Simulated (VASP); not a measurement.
# MnO (P6_3mc) in VASP: notebook

The runs below take MnO through single point, relaxation of cell and atoms, with PBE.

Program: VASP 6.6.1. These are calculated values, not measurements. Logs are shortened: lines on timing, memory, paths and dates and some standing lists are left out, and cuts for length are marked.

## 1. The cell of the first run

It takes space group P6_3mc (No. 186, hexagonal). Conventional cell: a = 3.372 Å, b = 3.372 Å, c = 5.386 Å, α = 90.00°, β = 90.00°, γ = 120.00°. Mn (site symmetry 3m) has 4 O at 1.96 to 2.08 Å within 2.6 Å. Within 2.6 Å of O (site symmetry 3m) lie 4 Mn at 1.96 to 2.08 Å.

## 2. Single point, PBE, collinear spin, ferromagnetic start

File INCAR:

```
PREC = Accurate
ENCUT = 520
EDIFF = 1E-7
ISMEAR = 0
SIGMA = 0.1
LREAL = F
LASPH = T
NELM = 150
ALGO = Normal
ISIF = 2
LWAVE = F
LCHARG = T
ISPIN = 2
MAGMOM = 4 4 0 0
LORBIT = 11
LMAXMIX = 4
GGA = PE
LELF = T
LVHAR = T
NBANDS = 31
```

File KPOINTS:

```
regular mesh
0
Gamma
  6 6 4
```

File POSCAR:

```
MnO
1.0
    3.3717009293      0.0000000000      0.0000000000
   -1.6858504646      2.9199786587      0.0000000000
    0.0000000000      0.0000000000      5.3855000000
Mn O
2 2
Direct
    0.3333333333      0.6666666667      0.0109600000
    0.6666666667      0.3333333333      0.5109600000
    0.3333333333      0.6666666667      0.3754700000
    0.6666666667      0.3333333333      0.8754700000
```

Potentials or basis: VASP PAW PBE potentials, release 64 (Mn_pv, O).

On the command line:

```console
cat potpaw_PBE.64/Mn_pv/POTCAR potpaw_PBE.64/O/POTCAR > POTCAR
mpirun -np 1 vasp_std > vasp.out
```

OUTCAR:

```text
PREC = Accurate
   ENCUT = 520
   EDIFF = 1E-7
   ISMEAR = 0
   LREAL = F
   LASPH = T
   NELM = 150
   ISIF = 2
   ISPIN = 2
   LORBIT = 11
   GGA = PE

 ion  position               nearest neighbor table
   1  0.333  0.667  0.011-   3 1.96   4 2.08   4 2.08   4 2.08
   2  0.667  0.333  0.511-   4 1.96   3 2.08   3 2.08   3 2.08
   3  0.333  0.667  0.375-   1 1.96   2 2.08   2 2.08   2 2.08
   4  0.667  0.333  0.875-   2 1.96   1 2.08   1 2.08   1 2.08

  LATTYP: Found a hexagonal cell.
 ALAT       =     3.3717009293
 C/A-ratio  =     1.5972650342

  Lattice vectors:

 A1 = (   3.3717009293,   0.0000000000,   0.0000000000)
 A2 = (  -1.6858504646,   2.9199786587,   0.0000000000)
 A3 = (   0.0000000000,   0.0000000000,   5.3855000000)

Analysis of symmetry for initial positions (statically):
=====================================================================
 Subroutine PRICEL returns:
 Original cell was already a primitive cell.

 Routine SETGRP: Setting up the symmetry group for a
 hexagonal supercell.

 Subroutine GETGRP returns: Found 12 space group operations
 (whereof  6 operations were pure point group operations)
 out of a pool of 24 trial point group operations.

The static configuration has the point symmetry C_3v.
 The point group associated with its full space group is C_6v.

Analysis of symmetry for dynamics (positions and initial velocities):
=====================================================================
 Subroutine PRICEL returns:
 Original cell was already a primitive cell.

 Routine SETGRP: Setting up the symmetry group for a
 hexagonal supercell.

 Subroutine GETGRP returns: Found 12 space group operations
 (whereof  6 operations were pure point group operations)
 out of a pool of 24 trial point group operations.

The dynamic configuration has the point symmetry C_3v.
 The point group associated with its full space group is C_6v.

Analysis of structural, dynamic, and magnetic symmetry:
=====================================================================
 Subroutine PRICEL returns:
 Original cell was already a primitive cell.

 Routine SETGRP: Setting up the symmetry group for a
 hexagonal supercell.

 Subroutine GETGRP returns: Found 12 space group operations
 (whereof  6 operations were pure point group operations)
 out of a pool of 24 trial point group operations.

The overall configuration has the point symmetry C_3v.
 The point group associated with its full space group is C_6v.

 Subroutine INISYM returns: Found 12 space group operations
 (whereof  6 operations are pure point group operations),
 and found     1 'primitive' translations

----------------------------------------------------------------------------------------

                                     Primitive cell

  volume of cell :      53.0218

  direct lattice vectors                    reciprocal lattice vectors
     3.371700929  0.000000000  0.000000000     0.296586210  0.171234128  0.000000000
    -1.685850465  2.919978659  0.000000000     0.000000000  0.342468256  0.000000000
     0.000000000  0.000000000  5.385500000     0.000000000  0.000000000  0.185683781

  length of vectors
     3.371700929  3.371700929  5.385500000     0.342468256  0.342468256  0.185683781

  position of ions in fractional coordinates (direct lattice)
     0.333333333  0.666666667  0.010960000
     0.666666667  0.333333333  0.510960000
     0.333333333  0.666666667  0.375470000
     0.666666667  0.333333333  0.875470000

  ion indices of the primitive-cell ions
   primitive index   ion index
                 1           1
                 2           2
                 3           3
                 4           4

----------------------------------------------------------------------------------------

 KPOINTS: regular mesh

Automatic generation of k-mesh.
 Grid dimensions read from file:
 generate k-points for:    6    6    4

 Generating k-lattice:

  Cartesian coordinates                     Fractional coordinates (reciprocal lattice)
     0.049431035  0.028539021  0.000000000     0.166666667 -0.000000000  0.000000000
     0.000000000  0.057078043  0.000000000     0.000000000  0.166666667  0.000000000
     0.000000000  0.000000000  0.046420945     0.000000000  0.000000000  0.250000000

  Length of vectors
     0.057078043  0.057078043  0.046420945

  Shift w.r.t. Gamma in fractional coordinates (k-lattice)
     0.000000000  0.000000000  0.000000000

 Subroutine IBZKPT returns following result:
 ===========================================

 Found     21 irreducible k-points:

 Following reciprocal coordinates:
            Coordinates               Weight
  0.000000  0.000000  0.000000      1.000000
  0.166667 -0.000000  0.000000      6.000000
  0.333333  0.000000  0.000000      6.000000
  0.500000  0.000000  0.000000      3.000000
  0.166667  0.166667  0.000000      6.000000
  0.333333  0.166667  0.000000     12.000000
[... 13 lines left out ...]
  0.333333  0.166667  0.500000     12.000000
  0.333333  0.333333  0.500000      2.000000
   k-points           NKPTS =     21   k-points in BZ     NKDIM =     21   number of bands    NBANDS=     31
   number of dos      NEDOS =    301   number of ions     NIONS =      4
   total plane-waves  NPLWV =  31360
   dimension x,y,z NGX =    28 NGY =   28 NGZ =   40
   dimension x,y,z NGXF=    56 NGYF=   56 NGZF=   80
   ions per type =               2   2
   NGX,Y,Z   is equivalent  to a cutoff of  13.81, 13.81, 12.35 a.u.
   NGXF,Y,Z  is equivalent  to a cutoff of  27.61, 27.61, 24.70 a.u.
 SYSTEM =  unknown system
   PREC   = accura    normal or accurate (medium, high low for compatibility)
   ISTART =      0    job   : 0-new  1-cont  2-samecut
   ICHARG =      2    charge: 1-file 2-atom 10-const
   ISPIN  =      2    spin polarized calculation?
   LNONCOLLINEAR =      F non collinear calculations
   LSORBIT =      F    spin-orbit coupling
   LASPH  =      T    aspherical Exc in radial PAW
   ENCUT  =  520.0 eV  38.22 Ry    6.18 a.u.   6.27  6.27 10.01*2*pi/ulx,y,z
   NELM   =    150;   NELMIN=  2; NELMDL= -5     # of ELM steps
   EDIFF  = 0.1E-06   stopping-criterion for ELM
   LREAL  =      F    real-space projection
   EDIFFG = 0.1E-05   stopping-criterion for IOM
   NSW    =      0    number of steps for IOM
   IBRION =     -1    ionic relax: 0-MD 1-quasi-New 2-CG
   NFREE  =      0    steps in history (QN), initial steepest desc. (CG)
   ISIF   =      2    stress and relaxation
   ISYM   =      2    0-nonsym 1-usesym 2-fastsym
   POTIM  = 0.5000    time-step for ionic-motion
   TEBEG  =    0.0;   TEEND  =   0.0 temperature during run
   PSTRESS=    0.0 pullay stress
   NELECT =      38.0000    total number of electrons
   NUPDOWN=      -1.0000    fix difference up-down
   EMIN   =  10.00;   EMAX   =-10.00  energy-range for DOS
   EFERMI =   0.00;   METHOD = LEGACY
   ISMEAR =     0;   SIGMA  =   0.10  broadening in eV -4-tet -1-fermi 0-gaus
   EFERMI_NEDOS =   21; number of points for ismear=-14 and -15
   IALGO  =     38    algorithm
   IMIX   =      4    mixing-type and parameters
     AMIX     =   0.40;   BMIX     =  1.00
     AMIX_MAG =   1.60;   BMIX_MAG =  1.00
  volume/ion in A,a.u.               =      13.26        89.45
  Fermi-wavevector in a.u.,A,eV,Ry     =   1.465045  2.768535 29.202978  2.146358
  Thomas-Fermi vector in A             =   2.580949
   LORBIT       =     11    0 simple, 1 ext, 2 COOP (PROOUT), +10 PAW based schemes
   GGA     = PE    functional components
   LHFCALC =     F    Hartree Fock is set to
   AEXX    =    0.0000 exact exchange contribution
   IVDW    =     0    specifies the selected vdW correction
   LEPSILON=     F    determine dielectric tensor
   LRPA    =     F    only Hartree local field effects (RPA)
 spin polarized calculation
 Gauss-broadening in eV      SIGMA  =   0.10
  energy-cutoff  :      520.00
  volume of cell :       53.02
 maximum number of plane-waves:      1448
 NGX is ok and might be reduce to    28
   NGX = 13   NGY = 13   NGZ = 21

 number of electron      38.0000000 magnetization      10.2464481

 number of electron      38.0000000 magnetization       9.9873548

 Free energy of the ion-electron system (eV)
  ---------------------------------------------------
  ext. energy  EPLUGINS =         0.00000000
  ---------------------------------------------------
  free energy    TOTEN  =       -32.77534258 eV

  energy without entropy =      -32.77367523  energy(sigma->0) =      -32.77450891

 E-fermi :   5.8886     XC(G=0): -10.5849

 val. band max:        5.8813577250   @ k =   0.0000   0.0000   0.0000
 cond. band min:       5.9523381610   @ k =   0.0000   0.0000   0.0000
 fundamental gap:      0.0709804361
 Fermi energy:         5.8886233530

 spin component 1

 k-point     1 :       0.0000    0.0000    0.0000
  band No.  band energies     occupation
      1     -44.7251      1.00000
      2     -44.7251      1.00000
      3     -44.7216      1.00000
      4     -44.7193      1.00000
      5     -44.7193      1.00000
      6     -44.6845      1.00000
[... 703 lines left out ...]
     30      13.2748      0.00000
     31      18.6772      0.00000
 Fermi energy:         5.8886233530

 spin component 2

 k-point     1 :       0.0000    0.0000    0.0000
  band No.  band energies     occupation
      1     -40.0159      1.00000
      2     -39.9919      1.00000
      3     -39.9919      1.00000
      4     -39.9842      1.00000
      5     -39.9842      1.00000
      6     -39.9656      1.00000
[... 703 lines left out ...]
     30      15.1361      0.00000
     31      19.7329      0.00000

------------------------ aborting loop because EDIFF is reached ----------------------------------------

  FORCE on cell =-STRESS in cart. coord.  units (eV):
  Direction    XX          YY          ZZ          XY          YZ          ZX
  --------------------------------------------------------------------------------------
  -------------------------------------------------------------------------------------
  Total        1.2436827      1.2436827      3.9840504      0.0000000      0.0000000      0.0000000
  in kB       37.5807484     37.5807484    120.3872928      0.0000000      0.0000000      0.0000000
  external PRESSURE =      65.1829299 kB  Pullay stress =       0.0000000 kB

 VOLUME and BASIS-vectors are now :
 -----------------------------------------------------------------------------
  energy-cutoff  :      520.00
  volume of cell :       53.02
      direct lattice vectors                 reciprocal lattice vectors
     3.371700929  0.000000000  0.000000000     0.296586210  0.171234128  0.000000000
    -1.685850465  2.919978659  0.000000000     0.000000000  0.342468256  0.000000000
     0.000000000  0.000000000  5.385500000     0.000000000  0.000000000  0.185683781

 POSITION                                       TOTAL-FORCE (eV/Angst)
 -----------------------------------------------------------------------------------
     -0.00000      1.94665      0.05903         0.000000      0.000000     -0.652606
      1.68585      0.97333      2.75178        -0.000000     -0.000000     -0.652606
     -0.00000      1.94665      2.02209         0.000000      0.000000      0.652606
      1.68585      0.97333      4.71484        -0.000000      0.000000      0.652606
 -----------------------------------------------------------------------------------
    total drift:                               -0.000000     -0.000000      0.001415

  FREE ENERGIE OF THE ION-ELECTRON SYSTEM (eV)
  ---------------------------------------------------
  free  energy   TOTEN  =       -32.7753425840 eV

  energy  without entropy=      -32.7736752299  energy(sigma->0) =      -32.77450891

 total charge

# of ion       s       p       d       tot
------------------------------------------
    1        0.242   6.230   4.956  11.428
    2        0.242   6.230   4.956  11.428
    3        1.556   3.462   0.000   5.018
    4        1.556   3.462   0.000   5.018
--------------------------------------------------
tot          3.595  19.385   9.912  32.891

 magnetization (x)

# of ion       s       p       d       tot
------------------------------------------
    1        0.037   0.063   4.312   4.412
    2        0.037   0.063   4.312   4.412
    3        0.020   0.185   0.000   0.204
    4        0.020   0.185   0.000   0.204
--------------------------------------------------
tot          0.114   0.495   8.624   9.232
```

Run time: 72 s. Hardware: 1 thread of Intel Xeon Platinum 8259CL at 2.50GHz (Skylake/Cascade Lake), shared host; peak memory 0.22 GiB.

Results:

- Free energy: -32.7753 eV
- Pressure: 6.5 GPa
- Largest force: 0.653 eV/Å
- Band gap on the k mesh: zero (filled and empty bands overlap)
- Net moment: 9.99 μB per cell
- Site moments: Mn +4.41; O +0.20 μB
- Valence electrons inside the program's atomic spheres: Mn 11.43; O 5.02

Forces on the atoms (eV/Å):
```
Mn   0.000  0.000 -0.653
Mn   0.000  0.000 -0.653
O    0.000  0.000  0.653
O    0.000  0.000  0.653
```

Stress tensor (GPa, compression positive):
```
 3.76  0.00  0.00
 0.00  3.76  0.00
 0.00  0.00 12.04
```

Caveat: semilocal functionals often make such compounds metallic where correlation or magnetic order opens a gap, which also shifts bond lengths; only a ferromagnetic start was run, and an antiferromagnetic order may lie lower in energy. With open d or f shells a metallic result of PBE can be an artefact of self-interaction; +U or a hybrid may open a gap.

## 3. Single point, PBE, collinear spin, ferromagnetic start

This run uses another cell than the first one, of 13.78 Å³/atom, 1.040 times its volume.

File INCAR:

```
SYSTEM = MnO
PREC     = Accurate       ! precision mode
ENCUT    = 520            ! plane-wave cutoff, eV
EDIFF    = 1E-6           ! SCF threshold, eV
ISMEAR   = 0              ! smearing method
SIGMA    = 0.1            ! smearing width, eV
LREAL    = .False.        ! projectors in reciprocal space
LASPH    = .True.         ! aspherical terms in the spheres
NELM     = 150            ! most SCF steps
ALGO     = Normal         ! electronic algorithm
ISIF     = 2              ! what is computed and relaxed
LWAVE    = .False.        ! write WAVECAR
LCHARG   = .True.         ! write CHGCAR
ISPIN    = 2              ! spin polarisation
MAGMOM   = 4.22 4.22 0.25 0.25 ! initial moments
LORBIT   = 11             ! projections on sites
LMAXMIX  = 4              ! l up to which the mixer works
GGA      = PE             ! functional
LELF     = .True.         ! ELF
LVHAR    = .True.       
NBANDS   = 31             ! bands
```

File KPOINTS:

```
regular mesh
0
Gamma
  6 6 4
  0 0 0
```

File POSCAR:

```
MnO
1.0
    3.4352523898      0.0000000000      0.0000000000
   -1.7176261949      2.9750158380      0.0000000000
    0.0000000000      0.0000000000      5.3933675837
Mn O
2 2
Direct
    0.3333333333      0.6666666667     -0.0009986951
    0.6666666667      0.3333333333      0.4990013049
    0.3333333333      0.6666666667      0.3874286951
    0.6666666667      0.3333333333      0.8874286951
```

Potentials or basis: VASP PAW PBE potentials, release 64 (Mn_pv, O).

On the command line:

```console
cat potpaw_PBE.64/Mn_pv/POTCAR potpaw_PBE.64/O/POTCAR > POTCAR
mpirun -np 1 vasp_std > vasp.out
```

Run time: 66 s. Hardware: 1 thread of Intel Xeon Platinum 8259CL at 2.50GHz (Skylake/Cascade Lake), shared host; peak memory 0.22 GiB.

Results (log left out):

* Free energy: -32.8818 eV
* Pressure: 0.7 GPa
* Largest force: 0.011 eV/Å
* Band gap on the k mesh: zero (filled and empty bands overlap)
* Net moment: 9.99 μB per cell
* Site moments: Mn +4.43; O +0.19 μB
* Valence electrons inside the program's atomic spheres: Mn 11.38; O 5.00

Forces on the atoms (eV/Å):
```
Mn   0.000  0.000  0.011
Mn   0.000  0.000  0.011
O    0.000  0.000 -0.011
O    0.000  0.000 -0.011
```

Levels at points of the mesh, in eV from the Fermi level:
Spin up:
| k point | band 21 | band 22 | band 23 | band 24 | band 25 | band 26 | band 27 | band 28 |
| --- | --- | --- | --- | --- | --- | --- | --- | --- |
| (0.00, 0.00, 0.00) | -0.67 | -0.67 | -0.36 | 0.07 | 0.07 | 3.67 | 5.48 | 11.19 |
| (0.50, 0.00, 0.00) | -1.88 | -1.88 | -0.93 | -0.90 | 3.96 | 4.35 | 5.94 | 7.37 |
| (0.00, 0.00, 0.50) | -0.32 | -0.32 | -0.32 | -0.32 | 1.20 | 1.20 | 8.34 | 8.34 |
| (0.50, 0.00, 0.50) | -1.33 | -1.33 | -1.18 | -1.18 | 3.88 | 3.88 | 6.13 | 6.13 |
Spin down:
```csv
k point,band 11,band 12,band 13,band 14,band 15,band 16,band 17,band 18
"(0.00, 0.00, 0.00)",-4.75,-4.68,-4.68,-4.44,-0.02,1.13,1.13,1.63
"(0.50, 0.00, 0.00)",-4.96,-4.53,-4.49,-4.41,0.38,0.96,1.19,1.47
"(0.00, 0.00, 0.50)",-4.73,-4.73,-4.73,-4.73,1.58,1.58,1.58,1.58
"(0.50, 0.00, 0.50)",-4.53,-4.53,-4.52,-4.52,1.05,1.05,1.68,1.68
```

Caveat: semilocal functionals often make such compounds metallic where correlation or magnetic order opens a gap, which also shifts bond lengths; only a ferromagnetic start was run, and an antiferromagnetic order may lie lower in energy.

[end of part 1 of 2]
